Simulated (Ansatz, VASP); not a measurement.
**One calculation of YNb, two programs**

INCAR

```
PREC = Accurate ; ENCUT = 520
EDIFF = 1E-6 ; ISMEAR = 0
SIGMA = 0.1 ; LREAL = False
LASPH = True ; NELM = 60
ALGO = Normal ; ISIF = 2
LWAVE = False ; LCHARG = True
GGA = PE ; LELF = True
LVHAR = True ; NBANDS = 19
```

File KPOINTS:

```
Automatic mesh
0
Gamma
  6 6 6
```

The input POSCAR:

```
YNb
1.0
    0.0000000000      2.8756196407      2.8756196407
    2.8756196407      0.0000000000      2.8756196407
    2.8756196407      2.8756196407      0.0000000000
Y Nb
1 1
Direct
    0.0000000000      0.0000000000      0.0000000000
    0.7500000000      0.7500000000      0.7500000000
```

Input for Ansatz:

```yaml
crystal:
  lattice:
    - [0.0, 2.8756196407, 2.8756196407]
    - [2.8756196407, 0.0, 2.8756196407]
    - [2.8756196407, 2.8756196407, 0.0]
  atoms:
    - { symbol: "Y", position: [0.0, 0.0, 0.0] }
    - { symbol: Nb, position: [0.75, 0.75, 0.75] }
basis:
  ecutwfc: 420
kpoints:
  mp_grid: { grid: [6, 6, 6] }
hamiltonian:
  xc: pbe
scf:
  occupations: { method: gaussian, width: 0.1 }
  lower_state_search: "off"
output:
  forces: true
  stress: true
  eigenvalues: true
```

Alike in both runs: task single point; functional PBE; k mesh 6 × 6 × 6; occupations gaussian, width 0.1 eV; no spin polarisation.

```csv
,VASP,Ansatz
version,VASP 6.6.1,Ansatz 0.2.0
potentials or method,"VASP PAW PBE potentials, release 64 (Y_sv, Nb_sv), cutoff 520 eV","scalar-relativistic, plane waves, PAW"
valence electrons in the cell,24,24
```

```tsv
	VASP	Ansatz	Ansatz less VASP
gap on the k mesh at the Fermi level (eV)	none	none	-
pressure (GPa)	13.8	13.8	+0.01
```

A gap of «none» marks a metal or a gap that the smearing closes. The functional is the same, so the differences come from potentials, cutoffs and numerics.
